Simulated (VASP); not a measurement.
# TiTe2 (pbesol) (P-3m1) in VASP: a series of runs

TiTe2 (pbesol) is run at these levels: PBEsol; tasks: single point.

All numbers are computed with VASP 6.6.1; they aren't measurements. Logs are shortened: lines on timing, memory, paths and dates and some standing lists are left out, and cuts for length are marked.

### 1 The cell of the first run

It takes space group P-3m1 (No. 164, trigonal). Conventional cell: a = 3.777 Å, b = 3.777 Å, c = 6.498 Å, α = 90.00°, β = 90.00°, γ = 120.00°. Ti (site symmetry -3m) has 6 Te at 2.77 Å within 3.7 Å. Te (site symmetry 3m) has 3 Ti at 2.77 Å within 3.7 Å.

### 2 Single point, PBEsol

INCAR reads:

```
  ALGO = Normal
  EDIFF = 1E-6
  ENCUT = 520
  GGA = PS
  ISIF = 2
  ISMEAR = 0
  LASPH = True
  LCHARG = False
  LREAL = False
  LWAVE = False
  NBANDS = 19
  NELM = 80
  PREC = Accurate
  SIGMA = 0.1
```

KPOINTS reads:

```
k-points
0
Gamma
  6 6 4
```

POSCAR reads:

```
TiTe2
1.0
    3.7770000000      0.0000000000      0.0000000000
   -1.8885000000      3.2709779501      0.0000000000
    0.0000000000      0.0000000000      6.4980000000
Ti Te
1 2
Direct
    0.0000000000      0.0000000000      0.0000000000
    0.6666666667      0.3333333333      0.2628000000
    0.3333333333      0.6666666667      0.7372000000
```

Potentials or basis: VASP PAW PBE potentials, release 64 (Ti_sv, Te).

Command:

```
> cat potpaw_PBE.64/Ti_sv/POTCAR potpaw_PBE.64/Te/POTCAR > POTCAR
> mpirun -np 1 vasp_std > vasp.out
```

OUTCAR:

```text
EDIFF = 1E-6
   ENCUT = 520
   GGA = PS
   ISIF = 2
   ISMEAR = 0
   LASPH = True
   LREAL = False
   NELM = 80
   PREC = Accurate

 ion  position               nearest neighbor table
   1  0.000  0.000  0.000-   2 2.77   3 2.77   2 2.77   3 2.77   2 2.77   3 2.77
   2  0.667  0.333  0.263-   1 2.77   1 2.77   1 2.77
   3  0.333  0.667  0.737-   1 2.77   1 2.77   1 2.77

  LATTYP: Found a hexagonal cell.
 ALAT       =     3.7770000000
 C/A-ratio  =     1.7204130262

  Lattice vectors:

 A1 = (   3.7770000000,   0.0000000000,   0.0000000000)
 A2 = (  -1.8885000000,   3.2709779501,   0.0000000000)
 A3 = (   0.0000000000,   0.0000000000,   6.4980000000)

Analysis of symmetry for initial positions (statically):
=====================================================================
 Subroutine PRICEL returns:
 Original cell was already a primitive cell.

 Routine SETGRP: Setting up the symmetry group for a
 hexagonal supercell.

 Subroutine GETGRP returns: Found 12 space group operations
 (whereof 12 operations were pure point group operations)
 out of a pool of 24 trial point group operations.

The static configuration has the point symmetry D_3d.

Analysis of symmetry for dynamics (positions and initial velocities):
=====================================================================
 Subroutine PRICEL returns:
 Original cell was already a primitive cell.

 Routine SETGRP: Setting up the symmetry group for a
 hexagonal supercell.

 Subroutine GETGRP returns: Found 12 space group operations
 (whereof 12 operations were pure point group operations)
 out of a pool of 24 trial point group operations.

The dynamic configuration has the point symmetry D_3d.

 Subroutine INISYM returns: Found 12 space group operations
 (whereof 12 operations are pure point group operations),
 and found     1 'primitive' translations

----------------------------------------------------------------------------------------

                                     Primitive cell

  volume of cell :      80.2794

  direct lattice vectors                    reciprocal lattice vectors
     3.777000000  0.000000000  0.000000000     0.264760392  0.152859484  0.000000000
    -1.888500000  3.270977950  0.000000000     0.000000000  0.305718967  0.000000000
     0.000000000  0.000000000  6.498000000     0.000000000  0.000000000  0.153893506
[... 81 lines left out ...]
   LSORBIT =      F    spin-orbit coupling
   LASPH  =      T    aspherical Exc in radial PAW
   ENCUT  =  520.0 eV  38.22 Ry    6.18 a.u.   7.02  7.02 12.08*2*pi/ulx,y,z
   NELM   =     80;   NELMIN=  2; NELMDL= -5     # of ELM steps
   EDIFF  = 0.1E-05   stopping-criterion for ELM
   LREAL  =      F    real-space projection
   EDIFFG = 0.1E-04   stopping-criterion for IOM
   NSW    =      0    number of steps for IOM
   IBRION =     -1    ionic relax: 0-MD 1-quasi-New 2-CG
   NFREE  =      0    steps in history (QN), initial steepest desc. (CG)
   ISIF   =      2    stress and relaxation
   ISYM   =      2    0-nonsym 1-usesym 2-fastsym
   POTIM  = 0.5000    time-step for ionic-motion
   TEBEG  =    0.0;   TEEND  =   0.0 temperature during run
   PSTRESS=    0.0 pullay stress
   NELECT =      24.0000    total number of electrons
   NUPDOWN=      -1.0000    fix difference up-down
   EMIN   =  10.00;   EMAX   =-10.00  energy-range for DOS
   EFERMI =   0.00;   METHOD = LEGACY
   ISMEAR =     0;   SIGMA  =   0.10  broadening in eV -4-tet -1-fermi 0-gaus
   EFERMI_NEDOS =   21; number of points for ismear=-14 and -15
   IALGO  =     38    algorithm
   IMIX   =      4    mixing-type and parameters
     AMIX     =   0.40;   BMIX     =  1.00
     AMIX_MAG =   1.60;   BMIX_MAG =  1.00
  volume/ion in A,a.u.               =      26.76       180.58
  Fermi-wavevector in a.u.,A,eV,Ry     =   1.094655  2.068597 16.303438  1.198269
  Thomas-Fermi vector in A             =   2.230964
   LORBIT       =      0    0 simple, 1 ext, 2 COOP (PROOUT), +10 PAW based schemes
   GGA     = PS    functional components
   LHFCALC =     F    Hartree Fock is set to
   AEXX    =    0.0000 exact exchange contribution
   IVDW    =     0    specifies the selected vdW correction
   LEPSILON=     F    determine dielectric tensor
   LRPA    =     F    only Hartree local field effects (RPA)
 non-spin polarized calculation
 Gauss-broadening in eV      SIGMA  =   0.10
  energy-cutoff  :      520.00
  volume of cell :       80.28
 maximum number of plane-waves:      2181
   NGX = 13   NGY = 13   NGZ = 25

 number of electron      23.9999998 magnetization

 Free energy of the ion-electron system (eV)
  ---------------------------------------------------
  ext. energy  EPLUGINS =         0.00000000
  ---------------------------------------------------
  free energy    TOTEN  =       -17.51476450 eV

  energy without entropy =      -17.50790336  energy(sigma->0) =      -17.51133393

 E-fermi :   6.6593     XC(G=0): -10.0054

 val. band max:        6.6310675438   @ k =   0.5000  -0.0000   0.2500
 cond. band min:       6.6962360979   @ k =   0.5000  -0.0000   0.0000
 fundamental gap:      0.0651685541
 Fermi energy:         6.6593055077

 k-point     1 :       0.0000    0.0000    0.0000
  band No.  band energies     occupation
      1     -50.5425      2.00000
      2     -26.8975      2.00000
      3     -26.8975      2.00000
      4     -26.8692      2.00000
      5      -5.7367      2.00000
      6      -4.2280      2.00000
[... 505 lines left out ...]
      6      -3.6814      2.00000
[... 11 lines left out ...]
     18      12.3077      0.00000
     19      12.3077      0.00000

------------------------ aborting loop because EDIFF is reached ----------------------------------------

  FORCE on cell =-STRESS in cart. coord.  units (eV):
  Direction    XX          YY          ZZ          XY          YZ          ZX
  --------------------------------------------------------------------------------------
  -------------------------------------------------------------------------------------
  Total       -1.2024285     -1.2024285     -1.1158700     -0.0000000     -0.0000000      0.0000000
  in kB      -23.9974738    -23.9974738    -22.2699829     -0.0000000     -0.0000000      0.0000000
  external PRESSURE =     -23.4216435 kB  Pullay stress =       0.0000000 kB

 VOLUME and BASIS-vectors are now :
 -----------------------------------------------------------------------------
  energy-cutoff  :      520.00
  volume of cell :       80.28
      direct lattice vectors                 reciprocal lattice vectors
     3.777000000  0.000000000  0.000000000     0.264760392  0.152859484  0.000000000
    -1.888500000  3.270977950  0.000000000     0.000000000  0.305718967  0.000000000
     0.000000000  0.000000000  6.498000000     0.000000000  0.000000000  0.153893506

 POSITION                                       TOTAL-FORCE (eV/Angst)
 -----------------------------------------------------------------------------------
      0.00000      0.00000      0.00000         0.000000      0.000000      0.000000
      1.88850      1.09033      1.70767         0.000000      0.000000     -0.162907
     -0.00000      2.18065      4.79033        -0.000000     -0.000000      0.162907
 -----------------------------------------------------------------------------------
    total drift:                                0.000000     -0.000000     -0.000000

  FREE ENERGIE OF THE ION-ELECTRON SYSTEM (eV)
  ---------------------------------------------------
  free  energy   TOTEN  =       -17.5147645004 eV

  energy  without entropy=      -17.5079033595  energy(sigma->0) =      -17.51133393
```

OSZICAR:

```text
N       E                     dE             d eps       ncg     rms          rms(c)
DAV:   1     0.178692517391E+03    0.17869E+03   -0.10729E+04   912   0.118E+03
DAV:   2    -0.348821015360E+01   -0.18218E+03   -0.17699E+03   945   0.299E+02
DAV:   3    -0.193247743436E+02   -0.15837E+02   -0.15202E+02  1388   0.830E+01
DAV:   4    -0.198874469138E+02   -0.56267E+00   -0.56026E+00  1187   0.145E+01
DAV:   5    -0.199034514613E+02   -0.16005E-01   -0.15993E-01  1310   0.251E+00    0.123E+01
DAV:   6    -0.199131540633E+02   -0.97026E-02   -0.38100E+01  1028   0.383E+01    0.145E+01
DAV:   7    -0.178158922342E+02    0.20973E+01   -0.33281E+01  1140   0.325E+01    0.548E+00
DAV:   8    -0.175194131864E+02    0.29648E+00   -0.15387E+00  1088   0.866E+00    0.164E+00
DAV:   9    -0.175367907383E+02   -0.17378E-01   -0.25244E-01  1173   0.315E+00    0.156E+00
DAV:  10    -0.175162599274E+02    0.20531E-01   -0.22307E-01  1076   0.334E+00    0.738E-01
DAV:  11    -0.175152716274E+02    0.98830E-03   -0.23899E-02  1042   0.116E+00    0.366E-01
DAV:  12    -0.175148181296E+02    0.45350E-03   -0.44604E-03  1078   0.475E-01    0.229E-01
DAV:  13    -0.175147707726E+02    0.47357E-04   -0.19060E-04  1055   0.115E-01    0.418E-02
DAV:  14    -0.175147694662E+02    0.13064E-05   -0.10146E-05  1132   0.225E-02    0.354E-02
DAV:  15    -0.175147649115E+02    0.45547E-05   -0.11980E-05  1075   0.261E-02    0.964E-03
DAV:  16    -0.175147645004E+02    0.41112E-06   -0.21732E-06   774   0.959E-03
   1 F= -.17514765E+02 E0= -.17511334E+02  d E =-.686114E-02
```

Wall time 16 s (1 thread of Intel Xeon 6975P-C (Granite Rapids), shared host); peak memory 0.19 GiB.

What came out:

- Free energy: -17.5148 eV
- Pressure: -2.3 GPa
- Largest force: 0.163 eV/Å
- Band gap on the k mesh: zero (band 12 reaches 7.08 eV, above the bottom of band 13 at 6.40 eV)

Forces in eV/Å, atoms in the order of the input:
```
Ti   0.000  0.000  0.000
Te   0.000  0.000 -0.163
Te   0.000  0.000  0.163
```

Caveat: the PAW data sets were made with another functional, which shifts forces and pressure a little; spin-orbit coupling is left out, which moves the levels of the heavy elements; this functional lacks dispersion, which binds the layers, so the pressure and a relaxed spacing across them are unreliable.

### 3 Single point, PBEsol (volume scaled by 0.91, then relaxed in part)

INCAR reads:

```
SYSTEM = TiTe2
ALGO = Normal
EDIFF = 1E-6
ENCUT = 520
GGA = PS
ISIF = 2
ISMEAR = 0
LASPH = .TRUE.
LCHARG = .FALSE.
LREAL = .FALSE.
LWAVE = .FALSE.
NBANDS = 19
NELM = 60
PREC = Accurate
SIGMA = 0.1
```

KPOINTS reads:

```
k-points
0
G
  15 15 8
  0 0 0
```

POSCAR reads:

```
TiTe2
1.0
    3.5973152039      0.0000000000      0.0000000000
   -1.7986576020      3.1153663520      0.0000000000
    0.0000000000      0.0000000000      6.1910249125
Ti Te
1 2
Direct
    0.0000000000      0.0000000000      0.0000000000
    0.6666666667      0.3333333333      0.2796035582
    0.3333333333      0.6666666667      0.7203964418
```

Potentials or basis: VASP PAW PBE potentials, release 64 (Ti_sv, Te).

Command:

```
> cat potpaw_PBE.64/Ti_sv/POTCAR potpaw_PBE.64/Te/POTCAR > POTCAR
> mpirun -np 1 vasp_std > vasp.out
```

It took 2.1 min on 1 thread of Intel Xeon 6975P-C (Granite Rapids), shared host; peak memory 0.37 GiB.

Results (log left out):

```yaml
Free_energy: -17.4496 eV
Pressure: 4.9 GPa
Largest_force: 0.014 eV/Å
Band_gap_on_the_k_mesh: zero (band 12 reaches 9.11 eV, above the bottom of band 13 at 8.22 eV)
```

Forces in eV/Å, atoms in the order of the input:
```
Ti   0.000  0.000  0.000
Te   0.000  0.000  0.014
Te   0.000  0.000 -0.014
```

Levels at points of the mesh, in eV from the Fermi level:
| k point | band 8 | band 9 | band 10 | band 11 | band 12 | band 13 | band 14 | band 15 | band 16 | band 17 |
| --- | --- | --- | --- | --- | --- | --- | --- | --- | --- | --- |
| (0.00, 0.00, 0.00) | -1.59 | -1.59 | 0.11 | 0.50 | 0.50 | 1.04 | 1.56 | 1.56 | 3.21 | 3.21 |
| (0.00, 0.00, 0.50) | -3.37 | -1.46 | -1.46 | 0.48 | 0.48 | 0.95 | 0.95 | 1.26 | 4.01 | 4.01 |

Caveat: the PAW data sets were made with another functional, which shifts forces and pressure a little; spin-orbit coupling is left out, which moves the levels of the heavy elements.

### 4 Single point, PBEsol (volume scaled by 0.94, then relaxed in part)

INCAR reads:

```
PREC = Accurate
ENCUT = 520
EDIFF = 1E-7
ISMEAR = 0
SIGMA = 0.1
LREAL = F
LASPH = T
NELM = 60
ALGO = Normal
ISIF = 2
LWAVE = F
LCHARG = F
GGA = PS
NBANDS = 19
```

KPOINTS reads:

```
regular mesh
0
Gamma
  15 15 8
```

POSCAR reads:

```
TiTe2
1.0
    3.6356935519      0.0000000000      0.0000000000
   -1.8178467760      3.1486029763      0.0000000000
    0.0000000000      0.0000000000      6.2608234822
Ti Te
1 2
Direct
    0.0000000000      0.0000000000      0.0000000000
    0.6666666667      0.3333333333      0.2759383202
    0.3333333333      0.6666666667      0.7240616798
```

Potentials or basis: VASP PAW PBE potentials, release 64 (Ti_sv, Te).

Command:

```
> cat potpaw_PBE.64/Ti_sv/POTCAR potpaw_PBE.64/Te/POTCAR > POTCAR
> mpirun -np 1 vasp_std > vasp.out
```

OUTCAR:

```text
PREC = Accurate
   ENCUT = 520
   EDIFF = 1E-7
   ISMEAR = 0
   LREAL = F
   LASPH = T
   NELM = 60
   ISIF = 2
   GGA = PS

 ion  position               nearest neighbor table
   1  0.000  0.000  0.000-   2 2.72   3 2.72   2 2.72   3 2.72   2 2.72   3 2.72
   2  0.667  0.333  0.276-   1 2.72   1 2.72   1 2.72   3 3.50   3 3.50   3 3.50
   3  0.333  0.667  0.724-   1 2.72   1 2.72   1 2.72   2 3.50   2 3.50   2 3.50

  LATTYP: Found a hexagonal cell.
[... 723 lines left out ...]

  FORCE on cell =-STRESS in cart. coord.  units (eV):
  Direction    XX          YY          ZZ          XY          YZ          ZX
  --------------------------------------------------------------------------------------
  -------------------------------------------------------------------------------------
  Total        1.2886128      1.2886128      1.2971220     -0.0000000      0.0000000     -0.0000000
  in kB       28.8068905     28.8068905     28.9971139     -0.0000000      0.0000000     -0.0000000
  external PRESSURE =      28.8702983 kB  Pullay stress =       0.0000000 kB

 VOLUME and BASIS-vectors are now :
 -----------------------------------------------------------------------------
  energy-cutoff  :      520.00
  volume of cell :       71.67
      direct lattice vectors                 reciprocal lattice vectors
     3.635693552  0.000000000  0.000000000     0.275050684  0.158800587  0.000000000
    -1.817846776  3.148602976  0.000000000     0.000000000  0.317601173  0.000000000
     0.000000000  0.000000000  6.260823482     0.000000000  0.000000000  0.159723398

 POSITION                                       TOTAL-FORCE (eV/Angst)
 -----------------------------------------------------------------------------------
      0.00000      0.00000      0.00000         0.000000      0.000000      0.000000
      1.81785      1.04953      1.72760        -0.000000     -0.000000      0.013888
     -0.00000      2.09907      4.53322        -0.000000      0.000000     -0.013888
 -----------------------------------------------------------------------------------
    total drift:                                0.000000      0.000000     -0.000000

  FREE ENERGIE OF THE ION-ELECTRON SYSTEM (eV)
  ---------------------------------------------------
  free  energy   TOTEN  =       -17.5048045924 eV

  energy  without entropy=      -17.4977431691  energy(sigma->0) =      -17.50127388
```

Run time: 2.1 min. Hardware: 1 thread of Intel Xeon 6975P-C (Granite Rapids), shared host; peak memory 0.38 GiB.

Results:

- Free energy: -17.5048 eV
- Pressure: 2.9 GPa
- Largest force: 0.014 eV/Å
- Band gap on the k mesh: zero (band 12 reaches 8.63 eV, above the bottom of band 13 at 7.74 eV)

Forces on the atoms (eV/Å):
```
Ti   0.000  0.000  0.000
Te   0.000  0.000  0.014
Te   0.000  0.000 -0.014
```

Caveat: the PAW data sets were made with another functional, which shifts forces and pressure a little; spin-orbit coupling is left out, which moves the levels of the heavy elements.

### 5 Single point, PBEsol (volume scaled by 0.97, then relaxed in part)

INCAR reads:

```
SYSTEM = TiTe2
PREC     = Accurate       ! precision mode
ENCUT    = 520            ! plane-wave cutoff, eV
EDIFF    = 1E-6           ! SCF threshold, eV
ISMEAR   = 0              ! smearing method
SIGMA    = 0.1            ! smearing width, eV
LREAL    = .False.        ! projectors in reciprocal space
LASPH    = .True.         ! aspherical terms in the spheres
NELM     = 100            ! most SCF steps
ALGO     = Normal         ! electronic algorithm
ISIF     = 2              ! what is computed and relaxed
LWAVE    = .False.        ! write WAVECAR
LCHARG   = .True.         ! write CHGCAR
GGA      = PS             ! functional
LELF     = .True.         ! ELF
LVHAR    = .True.       
NBANDS   = 19             ! bands
```

KPOINTS reads:

```
regular mesh
0
Gamma
  15 15 8
  0 0 0
```

POSCAR reads:

```
TiTe2
1.0
    3.6692073096      0.0000000000      0.0000000000
   -1.8346036548      3.1776267419      0.0000000000
    0.0000000000      0.0000000000      6.3431558197
Ti Te
1 2
Direct
    0.0000000000      0.0000000000      0.0000000000
    0.6666666667      0.3333333333      0.2719227953
    0.3333333333      0.6666666667      0.7280772047
```

Command:

```
> cat potpaw_PBE.64/Ti_sv/POTCAR potpaw_PBE.64/Te/POTCAR > POTCAR
> mpirun -np 1 vasp_std > vasp.out
```

Wall time 2.3 min (1 thread of Intel Xeon 6975P-C (Granite Rapids), shared host); peak memory 0.39 GiB.

It converged, with:

```
Free energy            : -17.5337 eV
Pressure               : 1.3 GPa
Largest force          : 0.012 eV/Å
Band gap on the k mesh : zero (band 12 reaches 8.18 eV, above the bottom of band 13 at 7.32 eV)
```

Forces on the atoms (eV/Å):
```
Ti   0.000  0.000  0.000
Te   0.000  0.000  0.012
Te   0.000  0.000 -0.012
```

Levels at points of the mesh, in eV from the Fermi level:
```
           k point  band 10  band 11  band 12  band 13  band 14  band 15
(0.00, 0.00, 0.00)     0.20     0.45     0.45     0.77     1.36     1.36
(0.00, 0.00, 0.50)    -1.51     0.43     0.43     0.91     0.91     1.12
```

Caveat: the PAW data sets were made with another functional, which shifts forces and pressure a little; spin-orbit coupling is left out, which moves the levels of the heavy elements; this functional lacks dispersion, which binds the layers, so the pressure and a relaxed spacing across them are unreliable.

### 6 Overview

| cell | k mesh | gap on the mesh (eV) | pressure (GPa) | largest force (eV/Å) |
| --- | --- | --- | --- | --- |
| a = 3.777, b = 3.777, c = 6.498 Å, angles 90.0, 90.0, 120.0°, 3 atoms | 6 × 6 × 4 | none | -2.3 | 0.16 |
| a = 3.597, b = 3.597, c = 6.191 Å, angles 90.0, 90.0, 120.0°, 3 atoms | 15 × 15 × 8 | none | 4.9 | 0.01 |
| a = 3.636, b = 3.636, c = 6.261 Å, angles 90.0, 90.0, 120.0°, 3 atoms | 15 × 15 × 8 | none | 2.9 | 0.01 |
| a = 3.669, b = 3.669, c = 6.343 Å, angles 90.0, 90.0, 120.0°, 3 atoms | 15 × 15 × 8 | none | 1.3 | 0.01 |

Alike in all rows: task single point; level PBEsol; potentials or basis VASP PAW PBE potentials, release 64 (Ti_sv, Te); no spin polarisation; cutoff (eV) 520; smearing gaussian 0.1 eV.

Caveats: the PAW data sets were made with another functional, which shifts forces and pressure a little; spin-orbit coupling is left out, which moves the levels of the heavy elements; this functional lacks dispersion, which binds the layers, so the pressure and a relaxed spacing across them are unreliable (some runs).

Absolute energies hang on the potentials; compare differences alone.
